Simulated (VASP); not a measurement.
# BN (P6_3mc) in VASP: a series of runs

The runs below take BN through single point, with r2SCAN.

All numbers are computed with VASP 6.6.1; they aren't measurements. Logs are shortened: lines on timing, memory, paths and dates and some standing lists are left out, and cuts for length are marked.

## 1. The cell of the first run

The structure is hexagonal, space group P6_3mc (No. 186). Conventional cell: a = 2.391 Å, b = 2.391 Å, c = 4.208 Å, α = 90.00°, β = 90.00°, γ = 120.00°. B (site symmetry 3m) has 4 N at 1.48 to 1.58 Å within 2.0 Å. Within 2.0 Å of N (site symmetry 3m) lie 4 B at 1.48 to 1.58 Å.

## 2. Single point, r2SCAN (strain -0.0600 x Voigt [1, 1, 0, 0, 0, 0])

POSCAR

```
BN
1.0
    2.3913285318      0.0000000000      0.0000000000
   -1.1956642659      2.0709512574      0.0000000000
    0.0000000000      0.0000000000      4.2077449317
B N
2 2
Direct
    0.6666666667      0.3333333333      0.9997995909
    0.3333333333      0.6666666667      0.4997995909
    0.6666666667      0.3333333333      0.6252004091
    0.3333333333      0.6666666667      0.1252004091
```

INCAR.step1

```
PREC     = Accurate       # precision mode
ENCUT    = 520            # plane-wave cutoff, eV
ISMEAR   = 0              # smearing method
SIGMA    = 0.05           # smearing width, eV
LREAL    = False          # projectors in reciprocal space
LASPH    = True           # aspherical terms in the spheres
NELM     = 100            # most SCF steps
NBANDS   = 16             # bands
GGA      = PE             # functional
ALGO     = Normal         # electronic algorithm
EDIFF    = 1E-4           # SCF threshold, eV
LWAVE    = True           # write WAVECAR
LCHARG   = False          # write CHGCAR
```

INCAR.step2

```
PREC     = Accurate       # precision mode
ENCUT    = 520            # plane-wave cutoff, eV
EDIFF    = 1E-6           # SCF threshold, eV
ISMEAR   = 0              # smearing method
SIGMA    = 0.05           # smearing width, eV
LREAL    = False          # projectors in reciprocal space
LASPH    = True           # aspherical terms in the spheres
NELM     = 100            # most SCF steps
ALGO     = Normal         # electronic algorithm
ISIF     = 2              # what is computed and relaxed
LWAVE    = False          # write WAVECAR
LCHARG   = False          # write CHGCAR
METAGGA  = R2SCAN         # meta-GGA
LMIXTAU  = True         
NBANDS   = 16             # bands
ISTART   = 1
```

KPOINTS

```
regular mesh
0
Gamma
  12 12 6
```

Potentials or basis: VASP PAW PBE potentials, release 64 (B, N).

Launch:

```console
$ cat potpaw_PBE.64/B/POTCAR potpaw_PBE.64/N/POTCAR > POTCAR
$ cp INCAR.step1 INCAR
$ mpirun -np 1 vasp_std > vasp.out
$ cp INCAR.step2 INCAR
$ mpirun -np 1 vasp_std > vasp.out
```

OUTCAR:

```text
PREC = Accurate
   ENCUT = 520
   EDIFF = 1E-6
   ISMEAR = 0
   LREAL = False
   LASPH = True
   NELM = 100
   ISIF = 2
   METAGGA = R2SCAN
   ISTART = 1

 ion  position               nearest neighbor table
   1  0.667  0.333  1.000-   4 1.48   4 1.48   4 1.48   3 1.58
   2  0.333  0.667  0.500-   3 1.48   3 1.48   3 1.48   4 1.58
   3  0.667  0.333  0.625-   2 1.48   2 1.48   2 1.48   1 1.58
   4  0.333  0.667  0.125-   1 1.48   1 1.48   1 1.48   2 1.58

  LATTYP: Found a hexagonal cell.
 ALAT       =     2.3913285318
 C/A-ratio  =     1.7595846308

  Lattice vectors:

 A1 = (   2.3913285318,   0.0000000000,   0.0000000000)
 A2 = (  -1.1956642659,   2.0709512574,   0.0000000000)
 A3 = (   0.0000000000,   0.0000000000,   4.2077449317)

Analysis of symmetry for initial positions (statically):
=====================================================================
 Subroutine PRICEL returns:
 Original cell was already a primitive cell.

 Routine SETGRP: Setting up the symmetry group for a
 hexagonal supercell.

 Subroutine GETGRP returns: Found 12 space group operations
 (whereof  6 operations were pure point group operations)
 out of a pool of 24 trial point group operations.

The static configuration has the point symmetry C_3v.
 The point group associated with its full space group is C_6v.

Analysis of symmetry for dynamics (positions and initial velocities):
=====================================================================
 Subroutine PRICEL returns:
 Original cell was already a primitive cell.

 Routine SETGRP: Setting up the symmetry group for a
 hexagonal supercell.

 Subroutine GETGRP returns: Found 12 space group operations
 (whereof  6 operations were pure point group operations)
 out of a pool of 24 trial point group operations.

The dynamic configuration has the point symmetry C_3v.
 The point group associated with its full space group is C_6v.

 Subroutine INISYM returns: Found 12 space group operations
 (whereof  6 operations are pure point group operations),
 and found     1 'primitive' translations

----------------------------------------------------------------------------------------

                                     Primitive cell

  volume of cell :      20.8381

  direct lattice vectors                    reciprocal lattice vectors
     2.391328532  0.000000000  0.000000000     0.418177589  0.241434944  0.000000000
    -1.195664266  2.070951257  0.000000000     0.000000000  0.482869887  0.000000000
     0.000000000  0.000000000  4.207744932     0.000000000  0.000000000  0.237656991

  length of vectors
     2.391328532  2.391328532  4.207744932     0.482869887  0.482869887  0.237656991

  position of ions in fractional coordinates (direct lattice)
     0.666666667  0.333333333  0.999799591
     0.333333333  0.666666667  0.499799591
     0.666666667  0.333333333  0.625200409
     0.333333333  0.666666667  0.125200409

  ion indices of the primitive-cell ions
   primitive index   ion index
                 1           1
                 2           2
                 3           3
                 4           4

----------------------------------------------------------------------------------------

 KPOINTS: regular mesh

Automatic generation of k-mesh.
 Grid dimensions read from file:
 generate k-points for:   12   12    6

 Generating k-lattice:

  Cartesian coordinates                     Fractional coordinates (reciprocal lattice)
     0.034848132  0.020119579  0.000000000     0.083333333  0.000000000  0.000000000
     0.000000000  0.040239157  0.000000000     0.000000000  0.083333333  0.000000000
     0.000000000  0.000000000  0.039609499     0.000000000  0.000000000  0.166666667

  Length of vectors
     0.040239157  0.040239157  0.039609499

  Shift w.r.t. Gamma in fractional coordinates (k-lattice)
     0.000000000  0.000000000  0.000000000

 Subroutine IBZKPT returns following result:
 ===========================================

 Found     76 irreducible k-points:

 Following reciprocal coordinates:
            Coordinates               Weight
  0.000000  0.000000  0.000000      1.000000
  0.083333 -0.000000  0.000000      6.000000
  0.166667 -0.000000  0.000000      6.000000
  0.250000  0.000000  0.000000      6.000000
  0.333333 -0.000000  0.000000      6.000000
  0.416667  0.000000  0.000000      6.000000
[... 16 lines left out ...]
  0.250000  0.000000  0.166667     12.000000
  0.333333 -0.000000  0.166667     12.000000
 [... further k-points ...]
   k-points           NKPTS =     76   k-points in BZ     NKDIM =     76   number of bands    NBANDS=     16
   number of dos      NEDOS =    301   number of ions     NIONS =      4
   total plane-waves  NPLWV =  10368
   dimension x,y,z NGX =    18 NGY =   18 NGZ =   32
   dimension x,y,z NGXF=    36 NGYF=   36 NGZF=   64
   ions per type =               2   2
   NGX,Y,Z   is equivalent  to a cutoff of  12.51, 12.51, 12.64 a.u.
   NGXF,Y,Z  is equivalent  to a cutoff of  25.03, 25.03, 25.29 a.u.
 SYSTEM =  unknown system
   PREC   = accura    normal or accurate (medium, high low for compatibility)
   ISTART =      1    job   : 0-new  1-cont  2-samecut
   ICHARG =      0    charge: 1-file 2-atom 10-const
   ISPIN  =      1    spin polarized calculation?
   LNONCOLLINEAR =      F non collinear calculations
   LSORBIT =      F    spin-orbit coupling
   LASPH  =      T    aspherical Exc in radial PAW
   ENCUT  =  520.0 eV  38.22 Ry    6.18 a.u.   4.45  4.45  7.82*2*pi/ulx,y,z
   NELM   =    100;   NELMIN=  2; NELMDL=  0     # of ELM steps
   EDIFF  = 0.1E-05   stopping-criterion for ELM
   LREAL  =      F    real-space projection
   EDIFFG = 0.1E-04   stopping-criterion for IOM
   NSW    =      0    number of steps for IOM
   IBRION =     -1    ionic relax: 0-MD 1-quasi-New 2-CG
   NFREE  =      0    steps in history (QN), initial steepest desc. (CG)
   ISIF   =      2    stress and relaxation
   ISYM   =      2    0-nonsym 1-usesym 2-fastsym
   POTIM  = 0.5000    time-step for ionic-motion
   TEBEG  =    0.0;   TEEND  =   0.0 temperature during run
   PSTRESS=    0.0 pullay stress
   NELECT =      16.0000    total number of electrons
   NUPDOWN=      -1.0000    fix difference up-down
   EMIN   =  10.00;   EMAX   =-10.00  energy-range for DOS
   EFERMI =   0.00;   METHOD = LEGACY
   ISMEAR =     0;   SIGMA  =   0.05  broadening in eV -4-tet -1-fermi 0-gaus
   EFERMI_NEDOS =   21; number of points for ismear=-14 and -15
   IALGO  =     38    algorithm
   IMIX   =      4    mixing-type and parameters
     AMIX     =   0.40;   BMIX     =  1.00
     AMIX_MAG =   1.60;   BMIX_MAG =  1.00
  volume/ion in A,a.u.               =       5.21        35.16
  Fermi-wavevector in a.u.,A,eV,Ry     =   1.499093  2.832875 30.576108  2.247281
  Thomas-Fermi vector in A             =   2.610768
   LORBIT       =      0    0 simple, 1 ext, 2 COOP (PROOUT), +10 PAW based schemes
   METAGGA = R2SCAN    functional components
   LHFCALC =     F    Hartree Fock is set to
   AEXX    =    0.0000 exact exchange contribution
   IVDW    =     0    specifies the selected vdW correction
   LEPSILON=     F    determine dielectric tensor
   LRPA    =     F    only Hartree local field effects (RPA)
 non-spin polarized calculation
 Gauss-broadening in eV      SIGMA  =   0.05
  energy-cutoff  :      520.00
  volume of cell :       20.84
 maximum number of plane-waves:       592
 NGX is ok and might be reduce to    18
   NGX =  9   NGY =  9   NGZ = 15

 number of electron      16.0000003 magnetization

 Free energy of the ion-electron system (eV)
  ---------------------------------------------------
  ext. energy  EPLUGINS =         0.00000000
  ---------------------------------------------------
  free energy    TOTEN  =       -37.54584544 eV

  energy without entropy =      -37.54584544  energy(sigma->0) =      -37.54584544

 E-fermi :   9.4130     XC(G=0): -14.3175

 val. band max:        9.1702972699   @ k =   0.0000   0.0000   0.0000
 cond. band min:      14.3867719599   @ k =   0.3333   0.3333   0.0000
 fundamental gap:      5.2164746900
 Fermi energy:         9.4129649173

 k-point     1 :       0.0000    0.0000    0.0000
  band No.  band energies     occupation
      1     -13.9904      2.00000
      2      -9.7523      2.00000
      3      -3.6851      2.00000
      4       7.1616      2.00000
      5       7.1616      2.00000
      6       8.4239      2.00000
[... 8 lines left out ...]
     15      23.5866      0.00000
     16      27.4412      0.00000

 k-point     2 :       0.0833   -0.0000    0.0000
  band No.  band energies     occupation
      1     -13.8098      2.00000
      2      -9.6030      2.00000
      3      -3.5041      2.00000
      4       6.3467      2.00000
      5       6.8069      2.00000
      6       8.2716      2.00000
[... 8 lines left out ...]
     15      24.2416      0.00000
     16      27.1391      0.00000

 k-point     3 :       0.1667   -0.0000    0.0000
  band No.  band energies     occupation
      1     -13.2723      2.00000
      2      -9.1683      2.00000
      3      -2.9676      2.00000
      4       4.3621      2.00000
      5       5.9816      2.00000
      6       6.7730      2.00000
[... 8 lines left out ...]
     15      25.5321      0.00000
     16      26.4896      0.00000

 k-point     4 :       0.2500    0.0000    0.0000
  band No.  band energies     occupation
      1     -12.3956      2.00000
      2      -8.5056      2.00000
      3      -2.1011      2.00000
      4       1.9651      2.00000
      5       4.6331      2.00000
      6       5.0648      2.00000
[... 8 lines left out ...]
     15      26.8073      0.00000
     16      27.5959      0.00000
[... 324 lines left out ...]
 k-point    22 :       0.1667   -0.0000    0.1667
  band No.  band energies     occupation
      1     -13.1029      2.00000
      2      -9.6963      2.00000
      3      -2.1344      2.00000
      4       4.4958      2.00000
      5       6.1109      2.00000
      6       6.3688      2.00000
[... 8 lines left out ...]
     15      25.5505      0.00000
     16      26.5527      0.00000

 k-point    23 :       0.2500    0.0000    0.1667
  band No.  band energies     occupation
      1     -12.2309      2.00000
      2      -8.9850      2.00000
      3      -1.3744      2.00000
      4       2.1448      2.00000
      5       4.2653      2.00000
      6       5.2021      2.00000
[... 8 lines left out ...]
     15      26.4310      0.00000
     16      27.6263      0.00000

 k-point    24 :       0.3333   -0.0000    0.1667
  band No.  band energies     occupation
      1     -11.0675      2.00000
      2      -8.1610      2.00000
      3      -0.9146      2.00000
      4       0.4539      2.00000
      5       2.0757      2.00000
      6       4.4397      2.00000
[... 8 lines left out ...]
     15      28.0868      0.00000
     16      28.3922      0.00000

 [... further k-points ...]
[... 5 lines left out ...]
  --------------------------------------------------------------------------------------
  -------------------------------------------------------------------------------------
  Total       11.8945815     11.8945815      1.3478126      0.0000000      0.0000000     -0.0000000
  in kB      914.5368752    914.5368752    103.6290646      0.0000000      0.0000000     -0.0000000
  external PRESSURE =     644.2342717 kB  Pullay stress =       0.0000000 kB

 VOLUME and BASIS-vectors are now :
 -----------------------------------------------------------------------------
  energy-cutoff  :      520.00
  volume of cell :       20.84
      direct lattice vectors                 reciprocal lattice vectors
     2.391328532  0.000000000  0.000000000     0.418177589  0.241434944  0.000000000
    -1.195664266  2.070951257  0.000000000     0.000000000  0.482869887  0.000000000
     0.000000000  0.000000000  4.207744932     0.000000000  0.000000000  0.237656991

 POSITION                                       TOTAL-FORCE (eV/Angst)
 -----------------------------------------------------------------------------------
      1.19566      0.69032      4.20690         0.000000      0.000000     -0.366563
     -0.00000      1.38063      2.10303         0.000000     -0.000000     -0.366563
      1.19566      0.69032      2.63068        -0.000000      0.000000      0.366563
     -0.00000      1.38063      0.52681         0.000000     -0.000000      0.366563
 -----------------------------------------------------------------------------------
    total drift:                               -0.000000     -0.000000      0.001284

  FREE ENERGIE OF THE ION-ELECTRON SYSTEM (eV)
  ---------------------------------------------------
  free  energy   TOTEN  =       -37.5458454425 eV

  energy  without entropy=      -37.5458454425  energy(sigma->0) =      -37.54584544
```

It took 68 s on 1 thread of Intel Xeon 6975P-C, shared host; peak memory 0.14 GiB.

What came out:

* Free energy: -37.5458 eV
* Pressure: 64.4 GPa
* Largest force: 0.367 eV/Å
* Band gap on the k mesh: 5.22 eV, indirect (least direct gap 7.77 eV)

Forces in eV/Å, atoms in the order of the input:
```
B    0.000  0.000 -0.367
B    0.000  0.000 -0.367
N    0.000  0.000  0.367
N    0.000  0.000  0.367
```

Stress tensor (GPa, compression positive):
```
91.45  0.00  0.00
 0.00 91.45  0.00
 0.00  0.00 10.36
```

Caveat: the cell differs from its parent crystal (strain -0.0600 x Voigt [1, 1, 0, 0, 0, 0]); the PAW data sets were made with another functional, which shifts forces and pressure a little.

## 3. Single point, r2SCAN (strain -0.0450 x Voigt [1, 1, 0, 0, 0, 0])

Changes to POSCAR since step 2:

```diff
@@ -2,4 +2,4 @@
 1.0
-    2.3913285318      0.0000000000      0.0000000000
-   -1.1956642659      2.0709512574      0.0000000000
+    2.4294880297      0.0000000000      0.0000000000
+   -1.2147440148      2.1039983519      0.0000000000
     0.0000000000      0.0000000000      4.2077449317
```

INCAR.step1

```
SYSTEM = BN
ALGO = Normal
EDIFF = 1E-4
ENCUT = 520
GGA = PE
ISMEAR = 0
LASPH = .TRUE.
LCHARG = .FALSE.
LREAL = .FALSE.
LWAVE = .TRUE.
NBANDS = 16
NELM = 60
PREC = Accurate
SIGMA = 0.05
```

INCAR.step2

```
SYSTEM = BN
ALGO = Normal
EDIFF = 1E-6
ENCUT = 520
ISIF = 2
ISMEAR = 0
ISTART = 1
LASPH = .TRUE.
LCHARG = .FALSE.
LMIXTAU = .TRUE.
LREAL = .FALSE.
LWAVE = .FALSE.
METAGGA = R2SCAN
NBANDS = 16
NELM = 60
PREC = Accurate
SIGMA = 0.05
```

KPOINTS

```
k-points
0
G
  12 12 6
  0 0 0
```

Potentials or basis: VASP PAW PBE potentials, release 64 (B, N).

Launch:

```console
$ cat potpaw_PBE.64/B/POTCAR potpaw_PBE.64/N/POTCAR > POTCAR
$ cp INCAR.step1 INCAR
$ mpirun -np 1 vasp_std > vasp.out
$ cp INCAR.step2 INCAR
$ mpirun -np 1 vasp_std > vasp.out
```

It took 61 s on 1 thread of Intel Xeon 6975P-C, shared host; peak memory 0.14 GiB.

The run converged. Its results:

| Property | Result |
| --- | --- |
| Free energy | -37.8712 eV |
| Pressure | 45.2 GPa |
| Largest force | 0.218 eV/Å |
| Band gap on the k mesh | 5.37 eV, indirect (least direct gap 8.20 eV) |

Forces on the atoms (eV/Å):
```
B    0.000  0.000 -0.218
B    0.000  0.000 -0.218
N    0.000  0.000  0.218
N    0.000  0.000  0.218
```

Stress tensor (GPa, compression positive):
```
64.01  0.00  0.00
 0.00 64.01  0.00
 0.00  0.00  7.63
```

Levels at points of the mesh, in eV from the valence-band top:
| k point | band 5 | band 6 | band 7 | band 8 | band 9 | band 10 | band 11 | band 12 |
| --- | --- | --- | --- | --- | --- | --- | --- | --- |
| (0.00, 0.00, 0.00) | -2.06 | -0.58 | 0.00 | 0.00 | 8.20 | 9.91 | 9.91 | 12.44 |
| (0.50, 0.00, 0.00) | -7.72 | -5.44 | -4.96 | -2.62 | 8.12 | 8.49 | 12.18 | 13.25 |
| (0.00, 0.00, 0.50) | -1.13 | -1.13 | -1.13 | -1.13 | 11.50 | 11.50 | 11.50 | 11.50 |
| (0.50, 0.00, 0.50) | -4.33 | -4.33 | -4.23 | -4.23 | 7.27 | 7.27 | 11.18 | 11.18 |

Caveat: the cell differs from its parent crystal (strain -0.0450 x Voigt [1, 1, 0, 0, 0, 0]); the PAW data sets were made with another functional, which shifts forces and pressure a little. A k mesh can miss the band edges.

## 4. Single point, r2SCAN (strain -0.0300 x Voigt [1, 1, 0, 0, 0, 0])

Changes to POSCAR since step 3:

```diff
@@ -2,4 +2,4 @@
 1.0
-    2.4294880297      0.0000000000      0.0000000000
-   -1.2147440148      2.1039983519      0.0000000000
+    2.4676475275      0.0000000000      0.0000000000
+   -1.2338237638      2.1370454464      0.0000000000
     0.0000000000      0.0000000000      4.2077449317
```

INCAR.step1

```
ALGO = Normal ; EDIFF = 1E-4
ENCUT = 520 ; GGA = PE
ISMEAR = 0 ; LASPH = T
LCHARG = F ; LREAL = F
LWAVE = T ; NBANDS = 16
NELM = 100 ; PREC = Accurate
SIGMA = 0.05
```

INCAR.step2

```
ALGO = Normal ; EDIFF = 1E-6
ENCUT = 520 ; ISIF = 2
ISMEAR = 0 ; ISTART = 1
LASPH = T ; LCHARG = F
LMIXTAU = T ; LREAL = F
LWAVE = F ; METAGGA = R2SCAN
NBANDS = 16 ; NELM = 100
PREC = Accurate ; SIGMA = 0.05
```

KPOINTS

```
k-points
0
Gamma
  12 12 6
```

Launch:

```console
$ cat potpaw_PBE.64/B/POTCAR potpaw_PBE.64/N/POTCAR > POTCAR
$ cp INCAR.step1 INCAR
$ mpirun -np 1 vasp_std > vasp.out
$ cp INCAR.step2 INCAR
$ mpirun -np 1 vasp_std > vasp.out
```

It took 52 s on 1 thread of Intel Xeon 6975P-C, shared host; peak memory 0.14 GiB.

Results (log left out):

```yaml
Free_energy: -38.0927 eV
Pressure: 28.4 GPa
Largest_force: 0.111 eV/Å
Band_gap_on_the_k_mesh: 5.50 eV, indirect (least direct gap 8.60 eV)
```

Forces on the atoms (eV/Å):
```
B    0.000  0.000 -0.111
B    0.000  0.000 -0.111
N    0.000  0.000  0.111
N    0.000  0.000  0.111
```

Stress tensor (GPa, compression positive):
```
40.06  0.00  0.00
 0.00 40.06  0.00
 0.00  0.00  5.21
```

Levels at points of the mesh, in eV from the valence-band top:
```tsv
k point	band 4	band 5	band 6	band 7	band 8	band 9	band 10	band 11	band 12	band 13
(0.00, 0.00, 0.00)	-2.11	-2.11	-0.45	0.00	0.00	8.60	9.63	9.63	11.66	12.92
(0.50, 0.00, 0.00)	-8.84	-7.54	-5.35	-4.81	-2.47	7.84	8.55	11.91	12.95	13.69
(0.00, 0.00, 0.50)	-6.57	-1.16	-1.16	-1.16	-1.16	11.22	11.22	11.22	11.22	11.22
(0.50, 0.00, 0.50)	-11.00	-4.12	-4.12	-4.11	-4.11	7.28	7.28	11.00	11.00	15.94
```

Caveat: the cell differs from its parent crystal (strain -0.0300 x Voigt [1, 1, 0, 0, 0, 0]); the PAW data sets were made with another functional, which shifts forces and pressure a little. A k mesh can miss the band edges.

## 5. Summary

| cell | gap on the mesh (eV) | pressure (GPa) | largest force (eV/Å) |
| --- | --- | --- | --- |
| a = 2.391, b = 2.391, c = 4.208 Å, angles 90.0, 90.0, 120.0°, 4 atoms | 5.22 | 64.4 | 0.37 |
| a = 2.429, b = 2.429, c = 4.208 Å, angles 90.0, 90.0, 120.0°, 4 atoms | 5.37 | 45.2 | 0.22 |
| a = 2.468, b = 2.468, c = 4.208 Å, angles 90.0, 90.0, 120.0°, 4 atoms | 5.50 | 28.4 | 0.11 |

Alike in all rows: task single point; level r2SCAN; potentials or basis VASP PAW PBE potentials, release 64 (B, N); no spin polarisation; k mesh 12 × 12 × 6; cutoff (eV) 520; smearing gaussian 0.05 eV.

Caveats: the PAW data sets were made with another functional, which shifts forces and pressure a little.

Total energies depend on the potentials used, so only differences within one code and one set of settings carry meaning.
